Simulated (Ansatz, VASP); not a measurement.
**One calculation of Pb, two programs**

Contents of INCAR:

```
SYSTEM = Pb
PREC = Accurate
ENCUT = 600
EDIFF = 1E-7
ISMEAR = -1
SIGMA = 0.1
LREAL = .FALSE.
LASPH = .TRUE.
NELM = 60
ALGO = Normal
ISIF = 3
LWAVE = .FALSE.
LCHARG = .FALSE.
GGA = PS
IBRION = 2
NSW = 80
EDIFFG = -0.01
```

Contents of KPOINTS:

```
regular mesh
0
G
  4 4 4
  0 0 0
```

File POSCAR:

```
Pb
1.0
    6.2372391575      0.0000000000      0.0000000000
    0.0000000000      6.2372391575      0.0000000000
    0.0000000000      0.0000000000      6.2372391575
Pb
8
Direct
    0.0000000000      0.0000000000      0.0000000000
    0.5000000000      0.5000000000      0.5000000000
    0.2500000000      0.0000000000      0.5000000000
    0.7500000000      0.0000000000      0.5000000000
    0.5000000000      0.2500000000      0.0000000000
    0.5000000000      0.7500000000      0.0000000000
    0.0000000000      0.5000000000      0.2500000000
    0.0000000000      0.5000000000      0.7500000000
```

Input for Ansatz:

```yaml
crystal:
  lattice:
    - [6.2372391575, 0.0, 0.0]
    - [0.0, 6.2372391575, 0.0]
    - [0.0, 0.0, 6.2372391575]
  atoms:
    - { symbol: Pb, position: [0.0, 0.0, 0.0] }
    - { symbol: Pb, position: [0.5, 0.5, 0.5] }
    - { symbol: Pb, position: [0.25, 0.0, 0.5] }
    - { symbol: Pb, position: [0.75, 0.0, 0.5] }
    - { symbol: Pb, position: [0.5, 0.25, 0.0] }
    - { symbol: Pb, position: [0.5, 0.75, 0.0] }
    - { symbol: Pb, position: [0.0, 0.5, 0.25] }
    - { symbol: Pb, position: [0.0, 0.5, 0.75] }
hamiltonian:
  xc: pbesol
  pseudopotentials:
    kind: paw
    azcp:
      Pb: "pseudopotentials/Pb.paw.azcp"
basis:
  ecutwfc: 420
  fft_grid_basis: typed
kpoints:
  mp_grid: { grid: [4, 4, 4], shift: [0, 0, 0] }
magnetization:
  spin_polarized: false
scf:
  occupations: { method: fermi_dirac, width: 0.1 }
relax:
  max_steps: 60
  f_tol: 0.01
  cell: {}
```

Alike in both runs: task relaxation of cell and atoms; functional PBEsol; k mesh 4 × 4 × 4; occupations fermi-dirac, width 0.1 eV; no spin polarisation.

|  | VASP | Ansatz |
| --- | --- | --- |
| version | VASP 6.6.1 | Ansatz 0.2.0 |
| potentials or method | VASP PAW PBE potentials, release 64 (Pb_d), cutoff 600 eV | plane waves (420 eV) with PAW, scalar-relativistic |
| valence electrons in the cell | 112 | 112 |

Ansatz gave:

| Quantity | Value |
| --- | --- |
| relaxed volume (Å³/atom) | 30.90 |
| relaxed length of the cell vector where the two differ most in proportion (Å) | 6.276 |

Problem. Estimate VASP's values.

Solution. Relaxed volume (Å³/atom): 30.88; relaxed length of the cell vector where the two differ most in proportion (Å): 6.275.

VASP's potentials were made for PBE, not for PBEsol, and Ansatz warns of the same on its side.

Neither program's run includes spin-orbit coupling.
